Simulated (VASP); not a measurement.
Wanted: the native input for a VASP 6.6.1 run.

* Task: relaxation of cell and atoms
* Functional: PBE
* Potentials or basis: VASP PAW PBE potentials, release 64 (Al, B, P)
* Cutoff: 600 eV
* k mesh: 6 × 6 × 2
* Occupations: gaussian, width 0.2 eV
* Spin: no spin polarisation
* Dipole correction: no
* Further INCAR settings: ALGO = Normal; EDIFF = 1e-06; IBRION = 2; EDIFFG = -0.025; NSW = 80; ISIF = 3

The structure of Al4B3P lies in POSCAR:

```
Al4B3P
1.0
    3.4451372162     -0.0094413706      0.0093518748
   -1.7307450750      3.0468566870      0.0348665696
    0.0256074202      0.1250261074      9.7200549617
Al B P
4 3 1
Direct
    0.6891185899      0.3641180597      0.3320370601
    0.6752665595      0.3358419769      0.8679597498
    0.3337671941      0.6806220413      0.6521454304
    0.3332739081      0.6494009945      0.1249332399
   -0.0102853428     -0.0020011670      0.0029270453
    0.9996528550     -0.0070795930      0.8293965586
   -0.0075163985     -0.0153632324      0.1862574594
    0.9867226348     -0.0055390801      0.5043434565
```

These files were run (other wordings do the same):

INCAR

```
SYSTEM = Al4B3P
  PREC = Accurate
  ENCUT = 600
  EDIFF = 1E-6
  ISMEAR = 0
  SIGMA = 0.2
  LREAL = .False.
  LASPH = .True.
  NELM = 80
  ALGO = Normal
  ISIF = 3
  LWAVE = .False.
  LCHARG = .False.
  GGA = PE
  IBRION = 2
  NSW = 80
  EDIFFG = -0.025
```

KPOINTS

```
Automatic mesh
0
Gamma
  6 6 2
  0 0 0
```

Potentials or basis: VASP PAW PBE potentials, release 64 (Al, B, P).

Launch:

```console
$ cat potpaw_PBE.64/Al/POTCAR potpaw_PBE.64/B/POTCAR potpaw_PBE.64/P/POTCAR > POTCAR
$ mpirun -np 1 vasp_std > vasp.out
```

Results of the run:

```json
{"Relaxed volume": "12.42 Å³/atom", "Relaxed cell": "a = 3.506 Å, b = 3.513 Å, c = 9.546 Å, α = 89.99°, β = 79.30°, γ = 120.09°", "Space group after relaxing (to 0.1 Å)": "R-3m (No. 166)", "Energy gained by relaxing": "128.2 meV/atom", "Ionic steps": "54", "Pressure after relaxing": "-0.1 GPa", "Largest force after relaxing": "0.018 eV/Å", "Band gap on the k mesh": "zero (bands 13 and 14 overlap by 2.50 eV)"}
```

Wall time 50 min on 1 thread of Intel Xeon 8259CL (shared host), peak memory 0.31 GiB.
